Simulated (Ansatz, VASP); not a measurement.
# One calculation of BaTe, two programs

```
Ba Te
1.0
     0.00000    3.53339    3.53339
     3.53339    0.00000    3.53339
     3.53339    3.53339    0.00000
Ba Te
1 1
Cartesian
  0.0000 0.0000 0.0000
  3.5334 3.5334 3.5334
```

Alike in both runs: task single point; functional HSE06; k mesh 4 × 4 × 4; no spin polarisation.

|  | VASP | Ansatz |
| --- | --- | --- |
| version | VASP 6.6.1 | Ansatz 0.2.0 |
| potentials or method | VASP PAW PBE potentials, release 64 (Ba_sv, Te) | plane waves, PAW |
| plane-wave cutoff (eV) | 520 | 420 |
| occupations | gaussian, width 0.01 eV | fixed |
| valence electrons in the cell | 16 | 26 |

|  | VASP | Ansatz | Ansatz less VASP |
| --- | --- | --- | --- |
| gap on the k mesh at the Fermi level (eV) | 2.30 | 2.35 | +0.049 |
| pressure (GPa) | 0.0 | -0.2 | -0.21 |

VASP's potentials hold 16 valence electrons a cell and Ansatz's 26, so a difference there can come from the potentials and not from the codes. Ansatz's warnings: stress exchange threshold loose, stress scf threshold loose.

Spin-orbit coupling is off throughout.
